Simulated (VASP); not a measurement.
Write the native input for VASP 6.6.1 that does the following.

```
Task                               : single point
Functional                         : HF
Potentials or basis                : VASP PAW PBE potentials, release 64 (Al, N)
Cutoff                             : 520 eV
k mesh                             : 5 × 5 × 5
Occupations                        : fermi-dirac, width 0.05 eV
Spin                               : no spin polarisation
Dipole correction                  : no
Grid for exact exchange (PRECFOCK) : Normal
Further INCAR settings             : ALGO = Normal; EDIFF = 1e-06; NBANDS = 11
```

Crystal: AlN.

```
CELL_PARAMETERS angstrom
0.00000 2.13941 2.13941
2.13941 0.00000 2.13941
2.13941 2.13941 0.00000
ATOMIC_POSITIONS crystal
Al 0.00000 0.00000 0.00000
N 0.25000 0.25000 0.25000
```

One way to write it, as run:

POSCAR

```
AlN
1.0
    0.0000000000      2.1394097525      2.1394097525
    2.1394097525      0.0000000000      2.1394097525
    2.1394097525      2.1394097525      0.0000000000
Al N
1 1
Direct
    0.0000000000      0.0000000000      0.0000000000
    0.2500000000      0.2500000000      0.2500000000
```

INCAR.step1

```
PREC = Accurate
ENCUT = 520
EDIFF = 1E-5
ISMEAR = -1
SIGMA = 0.05
LREAL = F
LASPH = T
NELM = 60
ALGO = Normal
ISIF = 2
LWAVE = T
LCHARG = F
GGA = PE
NBANDS = 11
```

INCAR.step2

```
PREC = Accurate
ENCUT = 520
EDIFF = 1E-6
ISMEAR = -1
SIGMA = 0.05
LREAL = F
LASPH = T
NELM = 60
ALGO = Normal
ISIF = 2
LWAVE = F
LCHARG = F
GGA = PE
LHFCALC = T
AEXX = 1.0
ALDAC = 0.0
AGGAC = 0.0
PRECFOCK = Normal
ISTART = 1
NBANDS = 11
```

KPOINTS

```
regular mesh
0
Gamma
  5 5 5
```

Potentials or basis: VASP PAW PBE potentials, release 64 (Al, N).

Launch:

```bash
$ cat potpaw_PBE.64/Al/POTCAR potpaw_PBE.64/N/POTCAR > POTCAR
$ cp INCAR.step1 INCAR
$ mpirun -np 1 vasp_std > vasp.out
$ cp INCAR.step2 INCAR
$ mpirun -np 1 vasp_std > vasp.out
```

It gave:

```json
{"Pressure": "13.8 GPa", "Band gap on the k mesh": "13.16 eV, indirect (least direct gap 13.23 eV)"}
```

Caveat: the k points lie up to 0.51 Å⁻¹ apart; the PAW data sets were made with another functional, which shifts forces and pressure a little.

Wall time 98 s on 1 thread of Intel(R) Xeon(R) 6975P-C (Granite Rapids), with other jobs on the host, peak memory 0.13 GiB.
